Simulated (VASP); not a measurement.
# TiC (Fm-3m) in VASP: settings compared, part 3 of 3

VASP 6.6.1. Earlier steps stand in the parts before.

### Step 5. Single point, PBE

Input file INCAR:

```
PREC = Accurate
ENCUT = 520
EDIFF = 1E-6
ISMEAR = 0
SIGMA = 0.017
LREAL = False
LASPH = True
NELM = 100
ALGO = Normal
ISIF = 2
LWAVE = False
LCHARG = False
GGA = PE
NBANDS = 15
```

Input file KPOINTS:

```
regular mesh
0
Gamma
  11 11 11
```

Input file POSCAR:

```
TiC
1.0
    0.0000000000      2.1657188437      2.1657188437
    2.1657188437      0.0000000000      2.1657188437
    2.1657188437      2.1657188437      0.0000000000
Ti C
1 1
Direct
    0.0000000000      0.0000000000      0.0000000000
    0.5000000000      0.5000000000      0.5000000000
```

Potentials or basis: VASP PAW PBE potentials, release 64 (Ti_sv, C).

Run with:

```bash
$ cat potpaw_PBE.64/Ti_sv/POTCAR potpaw_PBE.64/C/POTCAR > POTCAR
$ mpirun -np 1 vasp_std > vasp.out
```

OUTCAR:

```text
PREC = Accurate
   ENCUT = 520
   EDIFF = 1E-6
   ISMEAR = 0
   LREAL = False
   LASPH = True
   NELM = 100
   ISIF = 2
   GGA = PE

 ion  position               nearest neighbor table
   1  0.000  0.000  0.000-   2 2.17   2 2.17   2 2.17   2 2.17   2 2.17   2 2.17
   2  0.500  0.500  0.500-   1 2.17   1 2.17   1 2.17   1 2.17   1 2.17   1 2.17

  LATTYP: Found a face centered cubic cell.
 ALAT       =     4.3314376874

  Lattice vectors:

 A1 = (   0.0000000000,   2.1657188437,   2.1657188437)
 A2 = (   2.1657188437,   0.0000000000,   2.1657188437)
 A3 = (   2.1657188437,   2.1657188437,   0.0000000000)

Analysis of symmetry for initial positions (statically):
=====================================================================
 Subroutine PRICEL returns:
 Original cell was already a primitive cell.

 Routine SETGRP: Setting up the symmetry group for a
 face centered cubic supercell.

 Subroutine GETGRP returns: Found 48 space group operations
[... 9 lines left out ...]

 Routine SETGRP: Setting up the symmetry group for a
 face centered cubic supercell.

 Subroutine GETGRP returns: Found 48 space group operations
[... 11 lines left out ...]
                                     Primitive cell

  volume of cell :      20.3159

  direct lattice vectors                    reciprocal lattice vectors
     0.000000000  2.165718844  2.165718844    -0.230870227  0.230870227  0.230870227
     2.165718844  0.000000000  2.165718844     0.230870227 -0.230870227  0.230870227
     2.165718844  2.165718844  0.000000000     0.230870227  0.230870227 -0.230870227

  length of vectors
     3.062788961  3.062788961  3.062788961     0.399878962  0.399878962  0.399878962

  position of ions in fractional coordinates (direct lattice)
[... 8 lines left out ...]
----------------------------------------------------------------------------------------

 KPOINTS: regular mesh

Automatic generation of k-mesh.
 Grid dimensions read from file:
 generate k-points for:   11   11   11

 Generating k-lattice:

[... 84 lines left out ...]
  Thomas-Fermi vector in A             =   2.621834
   LORBIT       =      0    0 simple, 1 ext, 2 COOP (PROOUT), +10 PAW based schemes
   GGA     = PE    functional components
   LHFCALC =     F    Hartree Fock is set to
   AEXX    =    0.0000 exact exchange contribution
   IVDW    =     0    specifies the selected vdW correction
   LEPSILON=     F    determine dielectric tensor
   LRPA    =     F    only Hartree local field effects (RPA)
 non-spin polarized calculation
 Gauss-broadening in eV      SIGMA  =   0.02
  energy-cutoff  :      520.00
  volume of cell :       20.32
 maximum number of plane-waves:       560
   NGX = 11   NGY = 11   NGZ = 11

 number of electron      16.0000000 magnetization

 Free energy of the ion-electron system (eV)
  ---------------------------------------------------
  ext. energy  EPLUGINS =         0.00000000
  ---------------------------------------------------
  free energy    TOTEN  =       -18.70880945 eV

  energy without entropy =      -18.70862350  energy(sigma->0) =      -18.70871648

 E-fermi :   9.5568     XC(G=0): -12.6980

 val. band max:        9.3402631863   @ k =   0.4545   0.4545   0.0000
 cond. band min:       9.5670260699   @ k =   0.0909   0.0000   0.0000
 fundamental gap:      0.2267628836
 Fermi energy:         9.5567799222

 k-point     1 :       0.0000    0.0000    0.0000
  band No.  band energies     occupation
      1     -47.1786      2.00000
      2     -23.2026      2.00000
      3     -23.2026      2.00000
      4     -23.2026      2.00000
      5      -2.9843      2.00000
      6      10.1047      0.00000
      7      10.1047      0.00000
      8      10.1047      0.00000
      9      11.0901      0.00000
     10      11.0901      0.00000
     11      11.0901      0.00000
     12      11.1238      0.00000
     13      11.1238      0.00000
     14      19.8949      0.00000
[... 401 lines left out ...]
      2     -23.4741      2.00000
      3     -23.3095      2.00000
      4     -23.2224      2.00000
      5      -1.2646      2.00000
      6       6.1674      2.00000
      7       7.2483      2.00000
      8       7.4806      2.00000
      9      10.9575      0.00000
     10      12.0617      0.00000
     11      12.9815      0.00000
     12      13.7699      0.00000
     13      16.6608      0.00000
     14      21.1958      0.00000
     15      22.8988      0.00000

 [... further k-points ...]
[... 5 lines left out ...]
  --------------------------------------------------------------------------------------
  -------------------------------------------------------------------------------------
  Total        0.0630829      0.0630829      0.0630829      0.0000000      0.0000000      0.0000000
  in kB        4.9749204      4.9749204      4.9749204      0.0000000      0.0000000      0.0000000
  external PRESSURE =       4.9749204 kB  Pullay stress =       0.0000000 kB

 VOLUME and BASIS-vectors are now :
 -----------------------------------------------------------------------------
  energy-cutoff  :      520.00
  volume of cell :       20.32
      direct lattice vectors                 reciprocal lattice vectors
     0.000000000  2.165718844  2.165718844    -0.230870227  0.230870227  0.230870227
     2.165718844  0.000000000  2.165718844     0.230870227 -0.230870227  0.230870227
     2.165718844  2.165718844  0.000000000     0.230870227  0.230870227 -0.230870227

 POSITION                                       TOTAL-FORCE (eV/Angst)
 -----------------------------------------------------------------------------------
      0.00000      0.00000      0.00000        -0.000000     -0.000000      0.000000
      2.16572      2.16572      2.16572         0.000000      0.000000     -0.000000
 -----------------------------------------------------------------------------------
    total drift:                                0.000000     -0.000000     -0.000000

  FREE ENERGIE OF THE ION-ELECTRON SYSTEM (eV)
  ---------------------------------------------------
  free  energy   TOTEN  =       -18.7088094501 eV

  energy  without entropy=      -18.7086235045  energy(sigma->0) =      -18.70871648
```

OSZICAR:

```text
N       E                     dE             d eps       ncg     rms          rms(c)
DAV:   1     0.117871081887E+03    0.11787E+03   -0.81124E+03  1687   0.127E+03
DAV:   2    -0.167726274308E+02   -0.13464E+03   -0.12591E+03  1841   0.339E+02
DAV:   3    -0.240196613352E+02   -0.72470E+01   -0.71142E+01  2068   0.783E+01
DAV:   4    -0.243165267785E+02   -0.29687E+00   -0.29664E+00  2229   0.141E+01
DAV:   5    -0.243221768864E+02   -0.56501E-02   -0.56494E-02  2100   0.177E+00    0.183E+01
DAV:   6    -0.193290596186E+02    0.49931E+01   -0.11853E+01  2349   0.563E+01    0.693E+00
DAV:   7    -0.187450366630E+02    0.58402E+00   -0.21541E+00  1988   0.207E+01    0.490E+00
DAV:   8    -0.187215976543E+02    0.23439E-01   -0.10650E-01  1898   0.338E+00    0.343E+00
DAV:   9    -0.187122218333E+02    0.93758E-02   -0.99348E-02  2263   0.438E+00    0.743E-01
DAV:  10    -0.187110390436E+02    0.11828E-02   -0.11736E-02  2136   0.137E+00    0.650E-01
DAV:  11    -0.187089824143E+02    0.20566E-02   -0.26597E-03  1953   0.755E-01    0.203E-01
DAV:  12    -0.187088158434E+02    0.16657E-03   -0.33101E-04  2223   0.245E-01    0.375E-02
DAV:  13    -0.187088096252E+02    0.62181E-05   -0.43622E-05  1848   0.644E-02    0.678E-03
DAV:  14    -0.187088094501E+02    0.17513E-06   -0.11181E-06  1643   0.124E-02
   1 F= -.18708809E+02 E0= -.18708716E+02  d E =-.185946E-03
```

stdout:

```text
POSCAR found type information on POSCAR TiC
 POSCAR found :  2 types and       2 ions
 scaLAPACK will be used
 LDA part: xc-table for (Slater+PW92), standard interpolation
 POSCAR, INCAR and KPOINTS ok, starting setup
 FFT: planning ... GRIDC
 FFT: planning ... GRID_SOFT
 FFT: planning ... GRID
 WAVECAR not read
 entering main loop
```

Wall time 9.3 s (1 thread of Intel Xeon Platinum 8488C (Sapphire Rapids), shared host); peak memory 0.14 GiB.

Results:

```
Free energy            : -18.7088 eV
Pressure               : 0.5 GPa
Band gap on the k mesh : zero (band 8 reaches 10.10 eV, above the bottom of band 9 at 9.00 eV)
```

### Step 6. Single point, PBE

Input file INCAR:

```
SYSTEM = TiC
  PREC = Accurate
  ENCUT = 520
  EDIFF = 1E-6
  ISMEAR = 0
  SIGMA = 0.014
  LREAL = .False.
  LASPH = .True.
  NELM = 60
  ALGO = Normal
  ISIF = 2
  LWAVE = .False.
  LCHARG = .False.
  GGA = PE
  NBANDS = 15
```

Input file KPOINTS:

```
regular mesh
0
Gamma
  11 11 11
  0 0 0
```

POSCAR is that of step 5.

Potentials or basis: VASP PAW PBE potentials, release 64 (Ti_sv, C).

Run with:

```bash
$ cat potpaw_PBE.64/Ti_sv/POTCAR potpaw_PBE.64/C/POTCAR > POTCAR
$ mpirun -np 1 vasp_std > vasp.out
```

Wall time 9.5 s (1 thread of Intel Xeon Platinum 8488C (Sapphire Rapids), shared host); peak memory 0.14 GiB.

It converged, with:

* Free energy: -18.7088 eV
* Pressure: 0.5 GPa
* Band gap on the k mesh: zero (band 8 reaches 10.10 eV, above the bottom of band 9 at 9.00 eV)

Levels at points of the mesh, in eV from the Fermi level:
| k point | band 5 | band 6 | band 7 | band 8 | band 9 | band 10 | band 11 | band 12 |
| --- | --- | --- | --- | --- | --- | --- | --- | --- |
| (0.00, 0.00, 0.00) | -12.54 | 0.55 | 0.55 | 0.55 | 1.53 | 1.53 | 1.53 | 1.57 |

### Step 7. The runs side by side

| level | U | cell | smearing | gap on the mesh (eV) | pressure (GPa) |
| --- | --- | --- | --- | --- | --- |
| r2SCAN+rVV10 | - | a = 3.063 Å, angles 60.0°, 2 atoms | gaussian 0.05 eV | none | -0.9 |
| r2SCAN+U | Ti d U = 1.0 eV | a = 3.063 Å, angles 60.0°, 2 atoms | fermi-dirac 0.05 eV | none | 3.1 |
| PBE+D4 | - | a = 3.044 Å, angles 60.0°, 2 atoms | fermi-dirac 0.05 eV | none | 0.3 |
| PBE | - | a = 3.063 Å, angles 60.0°, 2 atoms | gaussian 0.017 eV | none | 0.5 |
| PBE | - | a = 3.063 Å, angles 60.0°, 2 atoms | gaussian 0.014 eV | none | 0.5 |

Alike in all rows: task single point; potentials or basis VASP PAW PBE potentials, release 64 (Ti_sv, C); no spin polarisation; k mesh 11 × 11 × 11; cutoff (eV) 520.

Every run on the cell as given and a fine mesh finds a metal. The pressure there spans -0.9 GPa (r2SCAN+rVV10) to 3.1 GPa (r2SCAN+U); a positive pressure means that this level wants a larger cell, a negative one a smaller.

Caveats: the PAW data sets were made with another functional, which shifts forces and pressure a little (some runs); U without spin polarisation on a metal has little footing (some runs); the U is typed as a test and isn't derived for this compound (some runs); pairwise dispersion overbinds metals, which lowers pressure and volume (some runs).

Absolute energies hang on the potentials; compare differences alone.
